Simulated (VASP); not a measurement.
# Ru (Im-3m) in VASP: notebook, part 2 of 2

VASP 6.6.1. Earlier steps stand in the parts before.

**5. Relaxation of cell and atoms, PBE, target pressure -0.3 GPa, at which the enthalpy is minimised**

Input file INCAR:

```
PREC = Accurate
ENCUT = 600
EDIFF = 1E-6
ISMEAR = -1
SIGMA = 0.05
LREAL = False
LASPH = True
NELM = 80
ALGO = Normal
ISIF = 3
LWAVE = False
LCHARG = False
GGA = PE
IBRION = 2
NSW = 32
EDIFFG = -0.005
PSTRESS = -3.0
```

Input file KPOINTS:

```
regular mesh
0
Gamma
  18 18 18
```

Input file POSCAR:

```
Ru
1.0
   -1.5270976574      1.5270976574      1.5270976574
    1.5270976574     -1.5270976574      1.5270976574
    1.5270976574      1.5270976574     -1.5270976574
Ru
1
Direct
    0.0000000000      0.0000000000      0.0000000000
```

Launch:

```bash
$ cat potpaw_PBE.64/Ru_pv/POTCAR > POTCAR
$ mpirun -np 1 vasp_std > vasp.out
```

Wall time 18 s (1 thread of Intel Xeon 6975P-C (Granite Rapids), shared host); peak memory 0.17 GiB.

The run converged. Its results:

```yaml
Free_energy: -8.6184 eV
Relaxed_volume: 14.24 Å³/atom
Relaxed_cell: a = 2.645 Å, b = 2.645 Å, c = 2.645 Å, α = 109.47°, β = 109.47°, γ = 109.47°
Space_group_after_relaxing_to_0.05_Å: Im-3m (No. 229)
Energy_change_on_relaxing_the_enthalpy_is_what_falls: -0.0 meV/atom
Ionic_steps: 3
Pressure_after_relaxing: -0.2 GPa
Band_gap_on_the_k_mesh: zero (band 7 reaches 13.90 eV, above the bottom of band 8 at 10.35 eV)
```

Final structure:
```yaml
crystal:
  lattice:
    - [-1.52685, 1.52685, 1.52685]
    - [1.52685, -1.52685, 1.52685]
    - [1.52685, 1.52685, -1.52685]
  atoms:
    - { symbol: Ru, position: [0.00000, 0.00000, 0.00000] }
```

Levels at points of the mesh, in eV from the Fermi level:
| k point | band 5 | band 6 | band 7 | band 8 | band 9 | band 10 |
| --- | --- | --- | --- | --- | --- | --- |
| (0.00, 0.00, 0.00) | -2.73 | -2.73 | -2.73 | -0.09 | -0.09 | 10.56 |
| (0.50, 0.00, 0.00) | -4.43 | -0.11 | 0.35 | 1.18 | 2.35 | 9.98 |
| (0.50, 0.50, 0.50) | -6.08 | 1.75 | 1.75 | 1.75 | 9.22 | 9.22 |

Caveat: the cell is relaxed towards a set pressure, so the enthalpy falls and the energy may rise.

**6. Single point, PBE**

Input file INCAR:

```
SYSTEM = Ru
PREC     = Accurate       ! precision mode
ENCUT    = 500            ! plane-wave cutoff, eV
EDIFF    = 1E-6           ! SCF threshold, eV
ISMEAR   = -1             ! smearing method
SIGMA    = 0.05           ! smearing width, eV
LREAL    = .FALSE.        ! projectors in reciprocal space
LASPH    = .TRUE.         ! aspherical terms in the spheres
NELM     = 120            ! most SCF steps
ALGO     = Normal         ! electronic algorithm
ISIF     = 2              ! what is computed and relaxed
LWAVE    = .FALSE.        ! write WAVECAR
LCHARG   = .TRUE.         ! write CHGCAR
GGA      = PE             ! functional
LELF     = .TRUE.         ! ELF
LVHAR    = .TRUE.       
NBANDS   = 13             ! bands
GGA_COMPAT= .FALSE.
```

Input file KPOINTS:

```
Automatic mesh
0
G
  18 18 18
  0 0 0
```

Input file POSCAR:

```
Ru
1.0
   -1.5265889639      1.5265889639      1.5265889639
    1.5265889639     -1.5265889639      1.5265889639
    1.5265889639      1.5265889639     -1.5265889639
Ru
1
Direct
    0.0000000000      0.0000000000      0.0000000000
```

Potentials or basis: VASP PAW PBE potentials, release 64 (Ru_pv).

Launch:

```bash
$ cat potpaw_PBE.64/Ru_pv/POTCAR > POTCAR
$ mpirun -np 1 vasp_std > vasp.out
```

OUTCAR:

```text
SYSTEM = Ru
   PREC = Accurate
   ENCUT = 500
   EDIFF = 1E-6
   ISMEAR = -1
   LREAL = .FALSE.
   LASPH = .TRUE.
   NELM = 120
   ISIF = 2
   GGA = PE

 ion  position               nearest neighbor table
   1  0.000  0.000  0.000-

  LATTYP: Found a body centered cubic cell.
 ALAT       =     3.0531779278

  Lattice vectors:

 A1 = (  -1.5265889639,   1.5265889639,   1.5265889639)
 A2 = (   1.5265889639,  -1.5265889639,   1.5265889639)
 A3 = (   1.5265889639,   1.5265889639,  -1.5265889639)

Analysis of symmetry for initial positions (statically):
=====================================================================
 Subroutine PRICEL returns:
 Original cell was already a primitive cell.

 Routine SETGRP: Setting up the symmetry group for a
 body centered cubic supercell.

 Subroutine GETGRP returns: Found 48 space group operations
 (whereof 48 operations were pure point group operations)
 out of a pool of 48 trial point group operations.

The static configuration has the point symmetry O_h .

Analysis of symmetry for dynamics (positions and initial velocities):
=====================================================================
 Subroutine PRICEL returns:
 Original cell was already a primitive cell.

 Routine SETGRP: Setting up the symmetry group for a
 body centered cubic supercell.

 Subroutine GETGRP returns: Found 48 space group operations
 (whereof 48 operations were pure point group operations)
 out of a pool of 48 trial point group operations.

The dynamic configuration has the point symmetry O_h .

 Subroutine INISYM returns: Found 48 space group operations
 (whereof 48 operations are pure point group operations),
 and found     1 'primitive' translations

----------------------------------------------------------------------------------------

                                     Primitive cell

  volume of cell :      14.2307
[... 106 lines left out ...]
     AMIX     =   0.40;   BMIX     =  1.00
     AMIX_MAG =   1.60;   BMIX_MAG =  1.00
  volume/ion in A,a.u.               =      14.23        96.03
  Fermi-wavevector in a.u.,A,eV,Ry     =   1.628204  3.076859 36.069686  2.651047
  Thomas-Fermi vector in A             =   2.720873
   LORBIT       =      0    0 simple, 1 ext, 2 COOP (PROOUT), +10 PAW based schemes
   GGA     = PE    functional components
   LHFCALC =     F    Hartree Fock is set to
   AEXX    =    0.0000 exact exchange contribution
   IVDW    =     0    specifies the selected vdW correction
   LEPSILON=     F    determine dielectric tensor
   LRPA    =     F    only Hartree local field effects (RPA)
 non-spin polarized calculation
  energy-cutoff  :      500.00
  volume of cell :       14.23
 maximum number of plane-waves:       372
   NGX =  9   NGY =  9   NGZ =  9

 number of electron      14.0000005 magnetization

 Free energy of the ion-electron system (eV)
  ---------------------------------------------------
  ext. energy  EPLUGINS =         0.00000000
  ---------------------------------------------------
  free energy    TOTEN  =        -8.61842799 eV

  energy without entropy =       -8.60203210  energy(sigma->0) =       -8.61023005

 E-fermi :  12.1539     XC(G=0): -13.8188

 val. band max:       12.1459028304   @ k =   0.2778   0.1111   0.1111
 cond. band min:      12.1598131988   @ k =  -0.0556   0.0556   0.0556
 fundamental gap:      0.0139103683
 Fermi energy:        12.1539026071

 k-point     1 :       0.0000    0.0000    0.0000
  band No.  band energies     occupation
      1     -30.4041      2.00000
      2     -30.4041      2.00000
      3     -30.4041      2.00000
      4       4.2926      2.00000
      5       9.4248      2.00000
      6       9.4248      2.00000
      7       9.4248      2.00000
      8      12.0654      1.70914
      9      12.0654      1.70914
     10      22.7133      0.00000
     11      29.2894      0.00000
     12      29.2894      0.00000
     13      29.2894      0.00000
[... 354 lines left out ...]
  band No.  band energies     occupation
      1     -31.2708      2.00000
      2     -30.7324      2.00000
      3     -30.4475      2.00000
      4       6.5079      2.00000
      5       7.8715      2.00000
      6      11.1102      2.00000
      7      11.9697      1.95103
      8      13.0028      0.00000
      9      15.7027      0.00000
     10      22.5738      0.00000
     11      22.7304      0.00000
     12      26.1320      0.00000
     13      29.6299      0.00000

 [... further k-points ...]
[... 5 lines left out ...]
  --------------------------------------------------------------------------------------
  -------------------------------------------------------------------------------------
  Total       -0.0088944     -0.0088944     -0.0088944     -0.0000000      0.0000000      0.0000000
  in kB       -1.0013876     -1.0013876     -1.0013876     -0.0000000      0.0000000      0.0000000
  external PRESSURE =      -1.0013876 kB  Pullay stress =       0.0000000 kB

 VOLUME and BASIS-vectors are now :
 -----------------------------------------------------------------------------
  energy-cutoff  :      500.00
  volume of cell :       14.23
      direct lattice vectors                 reciprocal lattice vectors
    -1.526588964  1.526588964  1.526588964     0.000000000  0.327527587  0.327527587
     1.526588964 -1.526588964  1.526588964     0.327527587  0.000000000  0.327527587
     1.526588964  1.526588964 -1.526588964     0.327527587  0.327527587  0.000000000

 POSITION                                       TOTAL-FORCE (eV/Angst)
 -----------------------------------------------------------------------------------
      0.00000      0.00000      0.00000         0.000000      0.000000      0.000000
 -----------------------------------------------------------------------------------
    total drift:                                0.000000     -0.000000      0.000000

  FREE ENERGIE OF THE ION-ELECTRON SYSTEM (eV)
  ---------------------------------------------------
  free  energy   TOTEN  =        -8.6184279932 eV

  energy  without entropy=       -8.6020320981  energy(sigma->0) =       -8.61023005
```

stdout:

```text
POSCAR found type information on POSCAR Ru
 POSCAR found :  1 types and       1 ions
 scaLAPACK will be used
 LDA part: xc-table for (Slater+PW92), standard interpolation
 POSCAR, INCAR and KPOINTS ok, starting setup
 FFT: planning ... GRIDC
 FFT: planning ... GRID_SOFT
 FFT: planning ... GRID
 WAVECAR not read
 entering main loop
```

Run time: 34 s. Hardware: 1 thread of Intel Xeon 8259CL, shared host; peak memory 0.15 GiB.

What came out:

| Quantity | Value |
| --- | --- |
| Free energy | -8.6184 eV |
| Pressure | -0.1 GPa |
| Band gap on the k mesh | zero (band 7 reaches 13.91 eV, above the bottom of band 8 at 10.36 eV) |

Levels at points of the mesh, in eV from the Fermi level:
```
           k point  band 5  band 6  band 7  band 8  band 9  band 10
(0.00, 0.00, 0.00)   -2.73   -2.73   -2.73   -0.09   -0.09    10.56
(0.50, 0.00, 0.00)   -4.43   -0.11    0.35    1.18    2.35     9.99
(0.50, 0.50, 0.50)   -6.09    1.76    1.76    1.76    9.22     9.22
```

**7. Relaxation of cell and atoms, PBE**

This run uses another cell than the first one, of 13.77 Å³/atom, 0.967 times its volume.

Input file INCAR:

```
SYSTEM = Ru
PREC = Accurate ; ENCUT = 500
EDIFF = 1E-7 ; ISMEAR = -1
SIGMA = 0.05 ; LREAL = .False.
LASPH = .True. ; NELM = 120
ALGO = Normal ; ISIF = 3
LWAVE = .False. ; LCHARG = .False.
GGA = PE ; IBRION = 2
NSW = 60 ; EDIFFG = -0.005
GGA_COMPAT = .False. ; NELMIN = 4
```

Input file KPOINTS:

```
regular mesh
0
Gamma
  18 18 18
  0 0 0
```

Input file POSCAR:

```
Ru
1.0
   -1.5098609582      1.5098609582      1.5098609582
    1.5098609582     -1.5098609582      1.5098609582
    1.5098609582      1.5098609582     -1.5098609582
Ru
1
Direct
    0.0000000000      0.0000000000      0.0000000000
```

Potentials or basis: VASP PAW PBE potentials, release 64 (Ru_pv).

Launch:

```bash
$ cat potpaw_PBE.64/Ru_pv/POTCAR > POTCAR
$ mpirun -np 1 vasp_std > vasp.out
```

OUTCAR:

```text
SYSTEM = Ru
   PREC = Accurate
   ENCUT = 500
   EDIFF = 1E-7
   ISMEAR = -1
   LREAL = .False.
   LASPH = .True.
   NELM = 120
   ISIF = 3
   GGA = PE
   IBRION = 2
   NSW = 60
   EDIFFG = -0.005
   NELMIN = 4

 ion  position               nearest neighbor table
   1  0.000  0.000  0.000-

  LATTYP: Found a body centered cubic cell.
 ALAT       =     3.0197219164

  Lattice vectors:

 A1 = (  -1.5098609582,   1.5098609582,   1.5098609582)
 A2 = (   1.5098609582,  -1.5098609582,   1.5098609582)
 A3 = (   1.5098609582,   1.5098609582,  -1.5098609582)

Analysis of symmetry for initial positions (statically):
=====================================================================
 Subroutine PRICEL returns:
 Original cell was already a primitive cell.

 Routine SETGRP: Setting up the symmetry group for a
 body centered cubic supercell.

 Subroutine GETGRP returns: Found 48 space group operations
 (whereof 48 operations were pure point group operations)
 out of a pool of 48 trial point group operations.

The static configuration has the point symmetry O_h .

Analysis of symmetry for dynamics (positions and initial velocities):
=====================================================================
 Subroutine PRICEL returns:
 Original cell was already a primitive cell.

 Routine SETGRP: Setting up the symmetry group for a
 body centered cubic supercell.

 Subroutine GETGRP returns: Found 48 space group operations
 (whereof 48 operations were pure point group operations)
 out of a pool of 48 trial point group operations.

The dynamic configuration has the point symmetry O_h .

 Subroutine INISYM returns: Found 48 space group operations
 (whereof 48 operations are pure point group operations),
 and found     1 'primitive' translations

----------------------------------------------------------------------------------------

                                     Primitive cell
[... 135 lines left out ...]
  free energy    TOTEN  =        -8.60440811 eV

  energy without entropy =       -8.58881262  energy(sigma->0) =       -8.59661037

------------------------ aborting loop because EDIFF is reached ----------------------------------------

  FORCE on cell =-STRESS in cart. coord.  units (eV):
  Direction    XX          YY          ZZ          XY          YZ          ZX
  --------------------------------------------------------------------------------------
  -------------------------------------------------------------------------------------
  Total        0.8562238      0.8562238      0.8562238     -0.0000000     -0.0000000      0.0000000
  in kB       99.6384626     99.6384626     99.6384626     -0.0000000     -0.0000000      0.0000000
  external PRESSURE =      99.6384626 kB  Pullay stress =       0.0000000 kB
[... 86 lines left out ...]
  FREE ENERGIE OF THE ION-ELECTRON SYSTEM (eV)
  ---------------------------------------------------
  free  energy   TOTEN  =        -8.6181585577 eV

  energy  without entropy=       -8.6017419492  energy(sigma->0) =       -8.60995025

[... ionic steps 4 to 12 ...]

--------------------------------------- Ionic step       13  -------------------------------------------

 number of electron      14.0000004 magnetization

------------------------ aborting loop because EDIFF is reached ----------------------------------------
[... 65 lines left out ...]
--------------------------------------- Ionic step       15  -------------------------------------------

 number of electron      14.0000004 magnetization

 Free energy of the ion-electron system (eV)
  ---------------------------------------------------
  ext. energy  EPLUGINS =         0.00000000
  ---------------------------------------------------
  free energy    TOTEN  =        -8.61817551 eV

  energy without entropy =       -8.60179299  energy(sigma->0) =       -8.60998425

 E-fermi :  12.1634     XC(G=0): -13.8221

 val. band max:       12.1554095311   @ k =   0.2778   0.1111   0.1111
 cond. band min:      12.1692242091   @ k =  -0.0556   0.0556   0.0556
 fundamental gap:      0.0138146781
 Fermi energy:        12.1633788573

 k-point     1 :       0.0000    0.0000    0.0000
  band No.  band energies     occupation
      1     -30.3950      2.00000
      2     -30.3950      2.00000
      3     -30.3950      2.00000
      4       4.2987      2.00000
      5       9.4321      2.00000
      6       9.4321      2.00000
      7       9.4321      2.00000
      8      12.0747      1.71000
      9      12.0747      1.71000
     10      22.7216      0.00000
     11      29.2993      0.00000
[... 309 lines left out ...]
 k-point    24 :       0.3889    0.1111   -0.0000
  band No.  band energies     occupation
      1     -31.2632      2.00000
      2     -30.7238      2.00000
      3     -30.4385      2.00000
      4       6.5134      2.00000
      5       7.8776      2.00000
      6      11.1189      2.00000
      7      11.9790      1.95114
      8      13.0131      0.00000
      9      15.7145      0.00000
     10      22.5886      0.00000
     11      22.7398      0.00000

 [... further k-points ...]
[... 5 lines left out ...]
  --------------------------------------------------------------------------------------
  -------------------------------------------------------------------------------------
  Total        0.0049732      0.0049732      0.0049732     -0.0000000      0.0000000      0.0000000
  in kB        0.5602170      0.5602170      0.5602170     -0.0000000      0.0000000      0.0000000
  external PRESSURE =       0.5602170 kB  Pullay stress =       0.0000000 kB
[... 16 lines left out ...]
  FREE ENERGIE OF THE ION-ELECTRON SYSTEM (eV)
  ---------------------------------------------------
  free  energy   TOTEN  =        -8.6181755062 eV

  energy  without entropy=       -8.6017929873  energy(sigma->0) =       -8.60998425

 reached required accuracy - stopping structural energy minimisation
```

Wall time 4 min (1 thread of Intel Xeon 8259CL, shared host); peak memory 0.15 GiB.

Results:

```yaml
Free_energy: -8.6182 eV
Relaxed_volume: 14.22 Å³/atom
Relaxed_cell: a = 2.644 Å, b = 2.644 Å, c = 2.644 Å, α = 109.47°, β = 109.47°, γ = 109.47°
Space_group_after_relaxing_to_0.05_Å: Im-3m (No. 229)
Energy_gained_by_relaxing: 13.8 meV/atom
Ionic_steps: 15
Pressure_after_relaxing: 0.1 GPa
Band_gap_on_the_k_mesh: zero (band 7 reaches 13.92 eV, above the bottom of band 8 at 10.37 eV)
```

The path:
| step | energy change (eV) | largest force (eV/Å) | pressure (GPa) | volume (Å³) |
| --- | --- | --- | --- | --- |
| 1 | 0.0000 | 0.0000 | 9.96 | 13.77 |
| 2 | 0.0766 | 0.0000 | -20.08 | 15.55 |
| 3 | -0.0138 | 0.0000 | -0.26 | 14.24 |
| 4 | -0.0138 | 0.0000 | -0.07 | 14.23 |
| 5 | -0.0138 | 0.0000 | 0.12 | 14.22 |
| 6 | -0.0138 | 0.0000 | 0.11 | 14.22 |
| 7 | -0.0138 | 0.0000 | 0.10 | 14.22 |
| 8 | -0.0138 | 0.0000 | 0.10 | 14.22 |
| 9 | -0.0138 | 0.0000 | 0.10 | 14.22 |
| 10 | -0.0138 | 0.0000 | 0.10 | 14.22 |
| 11 | -0.0138 | 0.0000 | 0.10 | 14.22 |
| 12 | -0.0138 | 0.0000 | 0.10 | 14.22 |
| 13 | -0.0138 | 0.0000 | 0.09 | 14.22 |
| 14 | -0.0138 | 0.0000 | 0.08 | 14.22 |
| 15 | -0.0138 | 0.0000 | 0.06 | 14.22 |

Final structure:
```
Ru
1.0
    -1.52632    1.52632    1.52632
     1.52632   -1.52632    1.52632
     1.52632    1.52632   -1.52632
Ru
1
Direct
  0.00000 0.00000 0.00000
```

**8. The runs side by side**

```tsv
task	cell	cutoff (eV)	gap on the mesh (eV)	pressure (GPa)
single point	a = 2.645 Å, angles 109.5°, 1 atom	520	none	-0.3
relaxation of cell and atoms	relaxed to -0.3 GPa from a = 2.645 Å, angles 109.5°, 1 atom	600	none	-0.2
single point	a = 2.644 Å, angles 109.5°, 1 atom	500	none	-0.1
relaxation of cell and atoms	relaxed from a = 2.615 Å, angles 109.5°, 1 atom	500	none	0.1
```

Alike in all rows: level PBE; potentials or basis VASP PAW PBE potentials, release 64 (Ru_pv); no spin polarisation; k mesh 18 × 18 × 18; smearing fermi-dirac 0.05 eV.

Caveats: the cell is relaxed towards a set pressure, so the enthalpy falls and the energy may rise (some runs).

Absolute energies hang on the potentials; compare differences alone.
